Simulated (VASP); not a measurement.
# Cu (Fm-3m) in VASP: a series of runs

Runs on Cu. Level: r2SCAN. Tasks: single point.

All numbers are computed with VASP 6.6.1; they aren't measurements. Logs are shortened: lines on timing, memory, paths and dates and some standing lists are left out, and cuts for length are marked.

### 1 The cell of the first run

Symmetry: Fm-3m, No. 225, cubic system. The conventional cell has a = 3.513 Å, b = 3.513 Å, c = 3.513 Å, α = 90.00°, β = 90.00°, γ = 90.00°. Cu (site symmetry m-3m) has 12 Cu at 2.48 Å within 3.3 Å.

### 2 Single point, r2SCAN

File POSCAR:

```
Cu
1.0
    0.0000000000      1.7567086668      1.7567086668
    1.7567086668      0.0000000000      1.7567086668
    1.7567086668      1.7567086668      0.0000000000
Cu
1
Direct
    0.0000000000      0.0000000000      0.0000000000
```

File INCAR.step1:

```
PREC = Accurate
ENCUT = 660
ISMEAR = -1
SIGMA = 0.1
LREAL = F
LASPH = T
NELM = 120
NBANDS = 12
GGA = PE
ALGO = Normal
EDIFF = 1E-5
LWAVE = T
LCHARG = F
GGA_COMPAT = F
```

File INCAR.step2:

```
PREC = Accurate
ENCUT = 660
EDIFF = 1E-6
ISMEAR = -1
SIGMA = 0.1
LREAL = F
LASPH = T
NELM = 120
ALGO = Normal
ISIF = 2
LWAVE = F
LCHARG = F
METAGGA = R2SCAN
LMIXTAU = T
NBANDS = 12
ISTART = 1
GGA_COMPAT = F
```

File KPOINTS:

```
regular mesh
0
Gamma
  12 12 12
```

Potentials or basis: VASP PAW PBE potentials, release 64 (Cu).

Run with:

```
> cat potpaw_PBE.64/Cu/POTCAR > POTCAR
> cp INCAR.step1 INCAR
> mpirun -np 1 vasp_std > vasp.out
> cp INCAR.step2 INCAR
> mpirun -np 1 vasp_std > vasp.out
```

OUTCAR:

```text
PREC = Accurate
   ENCUT = 660
   EDIFF = 1E-6
   ISMEAR = -1
   LREAL = F
   LASPH = T
   NELM = 120
   ISIF = 2
   METAGGA = R2SCAN
   ISTART = 1

 ion  position               nearest neighbor table
   1  0.000  0.000  0.000-

  LATTYP: Found a face centered cubic cell.
 ALAT       =     3.5134173336

  Lattice vectors:

 A1 = (   0.0000000000,   1.7567086668,   1.7567086668)
 A2 = (   1.7567086668,   0.0000000000,   1.7567086668)
 A3 = (   1.7567086668,   1.7567086668,   0.0000000000)

Analysis of symmetry for initial positions (statically):
=====================================================================
 Subroutine PRICEL returns:
 Original cell was already a primitive cell.

 Routine SETGRP: Setting up the symmetry group for a
 face centered cubic supercell.

 Subroutine GETGRP returns: Found 48 space group operations
 (whereof 48 operations were pure point group operations)
 out of a pool of 48 trial point group operations.

The static configuration has the point symmetry O_h .

Analysis of symmetry for dynamics (positions and initial velocities):
=====================================================================
 Subroutine PRICEL returns:
 Original cell was already a primitive cell.

 Routine SETGRP: Setting up the symmetry group for a
 face centered cubic supercell.

 Subroutine GETGRP returns: Found 48 space group operations
 (whereof 48 operations were pure point group operations)
 out of a pool of 48 trial point group operations.

The dynamic configuration has the point symmetry O_h .

 Subroutine INISYM returns: Found 48 space group operations
 (whereof 48 operations are pure point group operations),
 and found     1 'primitive' translations

----------------------------------------------------------------------------------------

                                     Primitive cell

  volume of cell :      10.8425

  direct lattice vectors                    reciprocal lattice vectors
     0.000000000  1.756708667  1.756708667    -0.284623176  0.284623176  0.284623176
     1.756708667  0.000000000  1.756708667     0.284623176 -0.284623176  0.284623176
     1.756708667  1.756708667  0.000000000     0.284623176  0.284623176 -0.284623176

  length of vectors
     2.484361222  2.484361222  2.484361222     0.492981802  0.492981802  0.492981802

  position of ions in fractional coordinates (direct lattice)
     0.000000000  0.000000000  0.000000000

  ion indices of the primitive-cell ions
   primitive index   ion index
                 1           1
[... 72 lines left out ...]
   EDIFF  = 0.1E-05   stopping-criterion for ELM
   LREAL  =      F    real-space projection
[... 7 lines left out ...]
   TEBEG  =    0.0;   TEEND  =   0.0 temperature during run
   PSTRESS=    0.0 pullay stress
   NELECT =      11.0000    total number of electrons
   NUPDOWN=      -1.0000    fix difference up-down
   EMIN   =  10.00;   EMAX   =-10.00  energy-range for DOS
   EFERMI =   0.00;   METHOD = LEGACY
   ISMEAR =    -1;   SIGMA  =   0.10  broadening in eV -4-tet -1-fermi 0-gaus
   EFERMI_NEDOS =   21; number of points for ismear=-14 and -15
   IALGO  =     38    algorithm
   IMIX   =      4    mixing-type and parameters
     AMIX     =   0.40;   BMIX     =  1.00
     AMIX_MAG =   1.60;   BMIX_MAG =  1.00
  volume/ion in A,a.u.               =      10.84        73.17
  Fermi-wavevector in a.u.,A,eV,Ry     =   1.644988  3.108576 36.817154  2.705984
  Thomas-Fermi vector in A             =   2.734861
   LORBIT       =      0    0 simple, 1 ext, 2 COOP (PROOUT), +10 PAW based schemes
   METAGGA = R2SCAN    functional components
   LHFCALC =     F    Hartree Fock is set to
   AEXX    =    0.0000 exact exchange contribution
   IVDW    =     0    specifies the selected vdW correction
   LEPSILON=     F    determine dielectric tensor
   LRPA    =     F    only Hartree local field effects (RPA)
 non-spin polarized calculation
  energy-cutoff  :      660.00
  volume of cell :       10.84
 maximum number of plane-waves:       444
 NGX is ok and might be reduce to    24
   NGX = 11   NGY = 11   NGZ = 11

 number of electron      11.0000002 magnetization

 Free energy of the ion-electron system (eV)
  ---------------------------------------------------
  ext. energy  EPLUGINS =         0.00000000
  ---------------------------------------------------
  free energy    TOTEN  =       -10.80832501 eV

  energy without entropy =      -10.79796606  energy(sigma->0) =      -10.80314554

 E-fermi :   8.4530     XC(G=0): -14.3320

 val. band max:        8.3292851049   @ k =   0.4167   0.4167   0.0000
 cond. band min:       8.4543797449   @ k =   0.5000   0.3333   0.1667
 fundamental gap:      0.1250946400
 Fermi energy:         8.4529843500

 k-point     1 :       0.0000    0.0000    0.0000
  band No.  band energies     occupation
      1      -1.8686      2.00000
      2       5.0720      2.00000
      3       5.0720      2.00000
      4       5.0720      2.00000
      5       6.0058      2.00000
      6       6.0058      2.00000
      7      32.5855      0.00000
      8      36.3136      0.00000
      9      36.3136      0.00000
     10      36.3136      0.00000
     11      38.8047      0.00000
     12      38.8047      0.00000
[... 331 lines left out ...]
 k-point    24 :      -0.4167    0.1667    0.0000
  band No.  band energies     occupation
      1       3.2754      2.00000
      2       4.6180      2.00000
      3       5.2251      2.00000
      4       5.3496      2.00000
      5       6.5625      2.00000
      6       9.5402      0.00004
      7      13.5009      0.00000
      8      24.7275      0.00000
      9      29.7210      0.00000
     10      31.1487      0.00000
     11      40.4797      0.00000
     12      41.1942      0.00000

 [... further k-points ...]

------------------------ aborting loop because EDIFF is reached ----------------------------------------

  FORCE on cell =-STRESS in cart. coord.  units (eV):
  Direction    XX          YY          ZZ          XY          YZ          ZX
  --------------------------------------------------------------------------------------
  -------------------------------------------------------------------------------------
  Total        0.7139405      0.7139405      0.7139405     -0.0000000      0.0000000      0.0000000
  in kB      105.4977930    105.4977930    105.4977930     -0.0000000      0.0000000      0.0000000
  external PRESSURE =     105.4977930 kB  Pullay stress =       0.0000000 kB

 VOLUME and BASIS-vectors are now :
 -----------------------------------------------------------------------------
  energy-cutoff  :      660.00
  volume of cell :       10.84
      direct lattice vectors                 reciprocal lattice vectors
     0.000000000  1.756708667  1.756708667    -0.284623176  0.284623176  0.284623176
     1.756708667  0.000000000  1.756708667     0.284623176 -0.284623176  0.284623176
     1.756708667  1.756708667  0.000000000     0.284623176  0.284623176 -0.284623176

 POSITION                                       TOTAL-FORCE (eV/Angst)
 -----------------------------------------------------------------------------------
      0.00000      0.00000      0.00000         0.000000      0.000000      0.000000
 -----------------------------------------------------------------------------------
    total drift:                               -0.000000      0.000000      0.000000

  FREE ENERGIE OF THE ION-ELECTRON SYSTEM (eV)
  ---------------------------------------------------
  free  energy   TOTEN  =       -10.8083250070 eV

  energy  without entropy=      -10.7979660638  energy(sigma->0) =      -10.80314554
```

OUTCAR.step1:

```text
PREC = Accurate
   ENCUT = 660
   ISMEAR = -1
   LREAL = F
   LASPH = T
   NELM = 120
[... 574 lines left out ...]

 POSITION                                       TOTAL-FORCE (eV/Angst)
 -----------------------------------------------------------------------------------
      0.00000      0.00000      0.00000        -0.000000      0.000000     -0.000000
 -----------------------------------------------------------------------------------
    total drift:                               -0.000000      0.000000      0.000000

  FREE ENERGIE OF THE ION-ELECTRON SYSTEM (eV)
  ---------------------------------------------------
  free  energy   TOTEN  =        -3.6698878118 eV

  energy  without entropy=       -3.6589393417  energy(sigma->0) =       -3.66441358
```

OSZICAR.step1:

```text
N       E                     dE             d eps       ncg     rms          rms(c)
DAV:   1     0.471269296720E+02    0.47127E+02   -0.62588E+03  1912   0.186E+03
DAV:   2    -0.305816883642E+01   -0.50185E+02   -0.46540E+02  1800   0.230E+02
DAV:   3    -0.459474183815E+01   -0.15366E+01   -0.15295E+01  2032   0.453E+01
DAV:   4    -0.460373179993E+01   -0.89900E-02   -0.89885E-02  1976   0.303E+00
DAV:   5    -0.460380897323E+01   -0.77173E-04   -0.77173E-04  2040   0.282E-01    0.778E+00
DAV:   6    -0.398505460482E+01    0.61875E+00   -0.13234E+01  2088   0.718E+01    0.340E+00
DAV:   7    -0.368581398018E+01    0.29924E+00   -0.19176E+00  2056   0.272E+01    0.691E-01
DAV:   8    -0.367077683910E+01    0.15037E-01   -0.61615E-03  2248   0.804E-01    0.222E-01
DAV:   9    -0.366988251164E+01    0.89433E-03   -0.51536E-03  2244   0.129E+00    0.269E-02
DAV:  10    -0.366988781183E+01   -0.53002E-05   -0.25150E-05  1780   0.800E-02
   1 F= -.36698878E+01 E0= -.36644136E+01  d E =-.109485E-01
```

Wall time 19 s (1 thread of Intel Xeon 6975P-C (Granite Rapids), shared host); peak memory 0.15 GiB.

What came out:

```yaml
Free_energy: -10.8083 eV
Pressure: 10.5 GPa
Band_gap_on_the_k_mesh: zero (an odd number of electrons rules out a gap without spin polarisation)
```

Caveat: the cell stands under pressure; the PAW data sets were made with another functional, which shifts forces and pressure a little.

### 3 Single point, r2SCAN

This run uses another cell than the first one, of 11.44 Å³/atom.

File POSCAR:

```
Cu
1.0
    0.0000000000      1.7883817726      1.7883817726
    1.7883817726      0.0000000000      1.7883817726
    1.7883817726      1.7883817726      0.0000000000
Cu
1
Direct
    0.0000000000      0.0000000000      0.0000000000
```

File INCAR.step1:

```
SYSTEM = Cu
  ALGO = Normal
  EDIFF = 1E-5
  ENCUT = 660
  GGA = PE
  GGA_COMPAT = .FALSE.
  ISMEAR = -1
  LASPH = .TRUE.
  LCHARG = .FALSE.
  LREAL = .FALSE.
  LWAVE = .TRUE.
  NBANDS = 12
  NELM = 120
  PREC = Accurate
  SIGMA = 0.1
```

File INCAR.step2:

```
SYSTEM = Cu
  ALGO = Normal
  EDIFF = 1E-6
  ENCUT = 660
  GGA_COMPAT = .FALSE.
  ISIF = 2
  ISMEAR = -1
  ISTART = 1
  LASPH = .TRUE.
  LCHARG = .FALSE.
  LMIXTAU = .TRUE.
  LREAL = .FALSE.
  LWAVE = .FALSE.
  METAGGA = R2SCAN
  NBANDS = 12
  NELM = 120
  PREC = Accurate
  SIGMA = 0.1
```

File KPOINTS:

```
k-points
0
G
  12 12 12
  0 0 0
```

Potentials or basis: VASP PAW PBE potentials, release 64 (Cu).

Run with:

```
> cat potpaw_PBE.64/Cu/POTCAR > POTCAR
> cp INCAR.step1 INCAR
> mpirun -np 1 vasp_std > vasp.out
> cp INCAR.step2 INCAR
> mpirun -np 1 vasp_std > vasp.out
```

It took 19 s on 1 thread of Intel Xeon 6975P-C (Granite Rapids), shared host; peak memory 0.14 GiB.

Results (log left out):

| Quantity | Value |
| --- | --- |
| Free energy | -10.8289 eV |
| Pressure | 0.5 GPa |
| Band gap on the k mesh | zero (an odd number of electrons rules out a gap without spin polarisation) |

Levels at points of the mesh, in eV from the Fermi level:
| k point | band 3 | band 4 | band 5 | band 6 | band 7 | band 8 | band 9 | band 10 |
| --- | --- | --- | --- | --- | --- | --- | --- | --- |
| (0.00, 0.00, 0.00) | -3.18 | -3.18 | -2.32 | -2.32 | 23.71 | 27.00 | 27.00 | 27.00 |
| (0.50, 0.00, 0.00) | -3.23 | -1.71 | -1.71 | -1.08 | 4.20 | 22.20 | 23.72 | 23.72 |
| (0.50, 0.50, 0.00) | -1.74 | -1.55 | -1.55 | 1.63 | 7.72 | 14.09 | 14.09 | 18.52 |

Caveat: the PAW data sets were made with another functional, which shifts forces and pressure a little.

[end of part 1 of 2]
